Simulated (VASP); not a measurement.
Runs of VASP 6.6.1 on SbS. The structure is that of space group Fm-3m (No. 225), or close to it. The cells are those of the table. 

```csv
task,cell,k mesh,cutoff (eV),gap on the mesh (eV),pressure (GPa),relaxed volume (Å³/atom)
relaxation of cell and atoms,"relaxed from a = 4.812 Å, angles 60.0°, 2 atoms",4 × 4 × 4,600,none,-0.2,24.49
single point,"a = 4.108 Å, angles 60.0°, 2 atoms",4 × 4 × 4,520,none,(a),-
single point,"a = 4.090 Å, angles 60.0°, 2 atoms",16 × 16 × 16,520,none,-0.2,-
relaxation of cell and atoms,"relaxed from a = 4.092 Å, angles 60.0°, 2 atoms",16 × 16 × 16,600,none,0.0,24.11
single point,"a = 4.812 Å, angles 60.0°, 2 atoms",4 × 4 × 4,520,none,-10.7,-
relaxation of cell and atoms,"relaxed from a = 4.108 Å, angles 60.0°, 2 atoms",6 × 6 × 6,600,none,0.2,(b)
single point,"a = 4.092 Å, angles 60.0°, 2 atoms",6 × 6 × 6,520,none,0.1,-
```

Alike in all rows: level PBE; potentials or basis VASP PAW PBE potentials, release 64 (Sb, S); no spin polarisation; smearing gaussian 0.1 eV.

Task: Estimate the missing entries.

Result: (a) -0.3; (b) 24.18.

Caveats: some runs use coarse meshes; spin-orbit coupling is left out, which moves the levels of the heavy elements; the volume moved by over 15 % at a fixed basis, so the end points are rough (some runs).

A k mesh can miss the band edges, and the runs leave out spin-orbit coupling on Sb.

A gap of «none» marks levels without a gap at the run's occupations.
